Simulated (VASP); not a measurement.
Wanted: the native input for a VASP 6.6.1 run.

| Item | Value |
| --- | --- |
| Task | single point |
| Functional | PBEsol |
| Potentials or basis | VASP PAW PBE potentials, release 64 (Si, Al, N, C) |
| Cutoff | 700 eV |
| k mesh | 1 × 1 × 1, shifted |
| Occupations | fermi-dirac, width 0.05 eV |
| Spin | no spin polarisation |
| Dipole correction | no |
| Further INCAR settings | LREAL = Auto; ALGO = Normal; EDIFF = 1e-06; NBANDS = 246; ISYM = -1 |

The structure of Al7Si9C9N7 lies in POSCAR:

```
Al7Si9C9N7
1.0
    9.3351782598      0.0000000000      0.0000000000
    0.0000000000     10.7284721445      0.0000000000
    0.0000000000      0.0000000000     10.0565783441
Si Al N C
27 21 21 27
Direct
    0.1676850000      0.0881720000      0.2529110000
    0.9988810000      0.3403300000      0.2500190000
    0.1730520000      0.5815920000      0.2507590000
    0.9999180000      0.8363640000      0.2472990000
    0.9972330000      0.8312810000      0.7505530000
    0.8326810000      0.0863680000      0.2512810000
    0.8354640000      0.0853370000      0.7494650000
    0.6687110000      0.3348310000      0.7472270000
    0.5024830000      0.5850070000      0.7490460000
    0.3358890000      0.8326210000      0.7495830000
    0.8319910000      0.5811280000      0.2459650000
    0.8328220000      0.5830850000      0.7503330000
    0.9965350000      0.1655790000      0.9976050000
    0.3371770000      0.1681740000      0.5050540000
    0.6668120000      0.1672730000      0.4993210000
    0.4992530000      0.4129580000      0.5023820000
    0.3342940000      0.6701970000      0.5012050000
    0.3313040000      0.6693060000      0.9995400000
    0.1688860000      0.9181330000      0.5036620000
    0.1626940000      0.9222540000      0.9951760000
    0.8294310000      0.4120830000      0.5004380000
    0.8316470000      0.4122660000      0.9934840000
    0.6657610000      0.6650400000      0.5019610000
    0.6677410000      0.6625220000      0.9967270000
    0.5012620000      0.9188440000      0.0044250000
    0.8337960000      0.9175460000      0.5022340000
    0.8367960000      0.9179330000      0.9954280000
    0.1644080000      0.0828910000      0.7479360000
    0.0005730000      0.3324080000      0.7523620000
    0.5009880000      0.0888380000      0.2438300000
    0.5004030000      0.0814780000      0.7540340000
    0.3346010000      0.3337120000      0.2503930000
    0.3289700000      0.3314190000      0.7466140000
    0.1666080000      0.5842810000      0.7512860000
    0.6638320000      0.3321050000      0.2489320000
    0.4959310000      0.5794510000      0.2430120000
    0.3306840000      0.8379950000      0.2457730000
    0.6701710000      0.8337630000      0.2395410000
    0.6660200000      0.8317580000      0.7554050000
    0.9983170000      0.1663490000      0.5042070000
    0.3345400000      0.1685980000      0.9972340000
    0.1676420000      0.4145040000      0.5033610000
    0.1722270000      0.4167970000      0.9956620000
    0.0029810000      0.6654310000      0.5008890000
    0.0053810000      0.6644810000      0.9947880000
    0.6674900000      0.1666900000      0.9959880000
    0.4980730000      0.4152680000      0.9975340000
    0.5007140000      0.9190550000      0.5037390000
    0.9991240000      0.1640650000      0.1901530000
    0.9916750000      0.1629760000      0.6927550000
    0.9943390000      0.6715790000      0.2056460000
    0.5107690000      0.4238390000      0.6853370000
    0.1511720000      0.9211220000      0.1860590000
    0.8407910000      0.4262190000      0.1851070000
    0.8265180000      0.4233610000      0.6811880000
    0.6813700000      0.6625550000      0.1866950000
    0.5011220000      0.9126730000      0.1905850000
    0.4954240000      0.9081190000      0.6891020000
    0.8479230000      0.9186510000      0.1885300000
    0.1551950000      0.0815030000      0.9462920000
    0.5037450000      0.0859740000      0.4435130000
    0.3340230000      0.3329490000      0.9341930000
    0.1782700000      0.5967530000      0.4310390000
    0.1769470000      0.5899850000      0.9433600000
    0.0001220000      0.8391590000      0.4277750000
    0.5006230000      0.5915620000      0.4435390000
    0.3273800000      0.8311800000      0.4398050000
    0.8216970000      0.5817730000      0.4285190000
    0.6765480000      0.8234510000      0.4371820000
    0.3199870000      0.1597540000      0.1896420000
    0.3339410000      0.1608870000      0.6837490000
    0.1542020000      0.4243140000      0.1944410000
    0.1618850000      0.4197580000      0.6917270000
    0.9887030000      0.6693900000      0.6915950000
    0.6818710000      0.1621330000      0.1902350000
    0.6766240000      0.1714980000      0.6836100000
    0.5024460000      0.4164860000      0.1867340000
    0.3222370000      0.6700030000      0.1848300000
    0.3436760000      0.6699810000      0.6824110000
    0.1657830000      0.9039250000      0.6851680000
    0.6690580000      0.6574340000      0.6822460000
    0.8383410000      0.9203100000      0.6842230000
    0.1739490000      0.0757650000      0.4359660000
    0.9870350000      0.3394790000      0.4319160000
    0.9944210000      0.3275780000      0.9499490000
    0.4996820000      0.0732670000      0.9450790000
    0.3430130000      0.3315310000      0.4471980000
    0.0020710000      0.8388930000      0.9413200000
    0.8254440000      0.0737700000      0.4335810000
    0.8433290000      0.0773300000      0.9360320000
    0.6656020000      0.3374880000      0.4485500000
    0.6728810000      0.3386790000      0.9265040000
    0.4972990000      0.5953280000      0.9338060000
    0.3302080000      0.8380060000      0.9420080000
    0.8303600000      0.5780900000      0.9386970000
    0.6698010000      0.8312130000      0.9587070000
```

The input as run:

INCAR

```
SYSTEM = Al7Si9C9N7
PREC = Accurate
ENCUT = 700
EDIFF = 1E-6
ISMEAR = -1
SIGMA = 0.05
LREAL = Auto
LASPH = .TRUE.
NELM = 120
ALGO = Normal
ISIF = 2
LWAVE = .FALSE.
LCHARG = .FALSE.
GGA = PS
ISYM = -1
NBANDS = 246
GGA_COMPAT = .FALSE.
```

KPOINTS

```
explicit points
1
Reciprocal
  0.25000000   0.25000000   0.25000000 1
```

Potentials or basis: VASP PAW PBE potentials, release 64 (Si, Al, N, C).

Launch:

```bash
$ cat potpaw_PBE.64/Si/POTCAR potpaw_PBE.64/Al/POTCAR potpaw_PBE.64/N/POTCAR potpaw_PBE.64/C/POTCAR > POTCAR
$ mpirun -np 1 vasp_std > vasp.out
```

It gave:

| Quantity | Value |
| --- | --- |
| Pressure | 0.0 GPa |
| Largest force | 0.033 eV/Å |
| Band gap on the k mesh | 2.15 eV |

Caveat: the PAW data sets were made with another functional, which shifts forces and pressure a little; a shifted mesh leaves out Γ, where band edges can lie.

Wall time 12 min on 1 thread of AMD EPYC 9R45 96-Core Processor (Zen 5) (shared host), peak memory 1.4 GiB.
